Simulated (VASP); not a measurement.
**Ir: single point with RPBE**

The system is Ir.

```
Ir
1.0
     0.00000    1.86289    1.86289
     1.86289    0.00000    1.86289
     1.86289    1.86289    0.00000
Ir
1
Direct
  0.00000 0.00000 0.00000
```

This cell differs from its parent crystal: volume scaled by 0.88.

```yaml
Program: VASP 6.6.1
Task: single point
Functional: RPBE
Potentials_or_basis: VASP PAW PBE potentials, release 64 (Ir)
Cutoff: 520 eV
k_mesh: 23 × 23 × 23
Occupations: fermi-dirac, width 0.1 eV
Spin: no spin polarisation
```

| Quantity | Value |
| --- | --- |
| Pressure | 59.1 GPa |

Levels at points of the mesh, in eV from the Fermi level:
```csv
k point,band 1,band 2,band 3,band 4,band 5,band 6,band 7,band 8
"(0.00, 0.00, 0.00)",-12.08,-4.43,-4.43,-4.43,-1.34,-1.34,14.09,20.25
```

It took 16 s on 1 thread of Intel(R) Xeon(R) 6975P-C (Granite Rapids), with other jobs on the host, peak memory 0.17 GiB.

Caveat: the PAW data sets were made with another functional, which shifts forces and pressure a little; spin-orbit coupling is left out, which moves the levels of the heavy elements.
